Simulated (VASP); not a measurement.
Wanted: the native input for a VASP 6.6.1 run.

```
Task                   : single point
Functional             : PBEsol
Potentials or basis    : VASP PAW PBE potentials, release 64 (Mg, O)
Cutoff                 : 520 eV
k mesh                 : 10 × 10 × 10
Occupations            : gaussian, width 0.01 eV
Spin                   : no spin polarisation
Dipole correction      : no
Further INCAR settings : ALGO = Normal; EDIFF = 1e-06; NBANDS = 11
```

The structure of MgO lies in POSCAR:

```
MgO
1.0
    0.0105357006      2.1124079760      2.1124079760
    2.1124079760      0.0105357006      2.1124079760
    2.1124079760      2.1124079760      0.0105357006
Mg O
1 1
Direct
    0.0000000000      0.0000000000      0.0000000000
    0.5000000000      0.5000000000      0.5000000000
```

This cell differs from its parent crystal: equal xy, yz and zx engineering shears of +0.5 %.

The input as run:

INCAR

```
ALGO = Normal ; EDIFF = 1E-6
ENCUT = 520 ; GGA = PS
ISIF = 2 ; ISMEAR = 0
LASPH = True ; LCHARG = False
LREAL = False ; LWAVE = False
NBANDS = 11 ; NELM = 80
PREC = Accurate ; SIGMA = 0.01
```

KPOINTS

```
k-points
0
Gamma
  10 10 10
```

Potentials or basis: VASP PAW PBE potentials, release 64 (Mg, O).

Run with:

```sh
$ cat potpaw_PBE.64/Mg/POTCAR potpaw_PBE.64/O/POTCAR > POTCAR
$ mpirun -np 1 vasp_std > vasp.out
```

It gave:

* Pressure: -0.5 GPa
* Band gap on the k mesh: 4.60 eV, direct

Caveat: the cell differs from its parent crystal (equal xy, yz and zx engineering shears of +0.5 %); the PAW data sets were made with another functional, which shifts forces and pressure a little.

It took 30 s on 1 thread of Intel(R) Xeon(R) Platinum 8375C CPU @ 2.90GHz (Ice Lake) (shared host), peak memory 0.16 GiB.
